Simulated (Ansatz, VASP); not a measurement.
## K2H5 in VASP and in Ansatz

```
CELL_PARAMETERS angstrom
5.76980 0.00000 0.00000
-2.88490 4.99680 0.00000
0.00000 0.00000 7.07745
ATOMIC_POSITIONS crystal
K 0.33333 0.66667 0.00000
K 0.66667 0.33333 0.00000
H 0.33333 0.66667 0.55434
H 0.66667 0.33333 0.55434
H 0.33333 0.66667 0.44566
H 0.66667 0.33333 0.44566
H 0.00000 0.00000 0.00000
```

Alike in both runs: task relaxation of cell and atoms; functional PBE; k mesh 6 × 6 × 6; occupations gaussian, width 0.1 eV; no spin polarisation.

```csv
,VASP,Ansatz
version,VASP 6.6.1,Ansatz 0.2.0
potentials or method,"VASP PAW PBE potentials, release 64 (K_sv, H), cutoff 500 eV","scalar-relativistic, plane waves, PAW"
valence electrons in the cell,23,23
```

```csv
,VASP,Ansatz,Ansatz less VASP
"gap on the k mesh at the Fermi level, each at its own relaxed structure (eV)",none,none,-
relaxed volume (Å³/atom),30.32,31.58,+1.262
relaxed cell length with the largest relative difference (Å),7.210,7.387,+0.1769
```

A gap of «none» marks a metal or a gap that the smearing closes. Ansatz's warnings: xc potential rough in thin density.
